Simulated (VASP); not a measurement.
Input of a VASP 6.6.1 run:

Contents of INCAR:

```
PREC = Accurate
ENCUT = 410
EDIFF = 1E-6
ISMEAR = 0
SIGMA = 0.1
LREAL = False
LASPH = True
NELM = 120
ALGO = Normal
ISIF = 2
LWAVE = False
LCHARG = False
GGA = RE
IVDW = 12
NBANDS = 50
GGA_COMPAT = False
```

KPOINTS

```
regular mesh
0
Gamma
  5 5 5
```

The input POSCAR:

```
Si8GeSb3S2
1.0
    6.4993330000      0.3385740000      0.6711220000
    0.3104480000      6.4845780000     -0.0784620000
    0.6718110000     -0.0546590000      7.2000240000
Ge S Sb Si
1 2 3 8
Direct
    0.4503076473      0.5164046360      0.7646691868
    0.7157914003      0.6459427341      0.5297872804
    0.2902507819      0.5808192956      0.2999972525
    0.0152535682      0.2913680491      0.6360448705
    0.0741847257      0.3145195459      0.0152341744
    0.9220547867      0.9821230868      0.2601018521
    0.2405439670      0.7397200798      0.5818830241
    0.4731229681      0.7192849338      0.0544627752
    0.8764018975      0.8066632021      0.7142199421
    0.5570838860      0.2042498172      0.2973492854
    0.3863822017      0.0586764666      0.5634875548
    0.6351204189      0.1284351788      0.7487308775
    0.4304255321      0.0801871762      0.0431894307
    0.8378146216      0.6952403447      0.0293028627
```

Potentials or basis: VASP PAW PBE potentials, release 64 (Ge_d, S, Sb, Si).

The run is started by

```bash
$ cat potpaw_PBE.64/Ge_d/POTCAR potpaw_PBE.64/S/POTCAR potpaw_PBE.64/Sb/POTCAR potpaw_PBE.64/Si/POTCAR > POTCAR
$ mpirun -np 1 vasp_std > vasp.out
```

(1) What does it give for the band gap on the k mesh?

(2) What does it give for the largest force?

(3) What does it give for the pressure?

(4) Predict the dispersion energy per atom.

## Answers

(1) zero (an odd number of electrons rules out a gap without spin polarisation).

(2) 0.387 eV/Å.

(3) -1.2 GPa.

(4) -0.705 eV.

Caveat: the PAW data sets were made with another functional, which shifts forces and pressure a little; spin-orbit coupling is left out, which moves the levels of the heavy elements; an odd number of electrons without spin polarisation forces a metal; a magnetic or distorted state may lie lower.
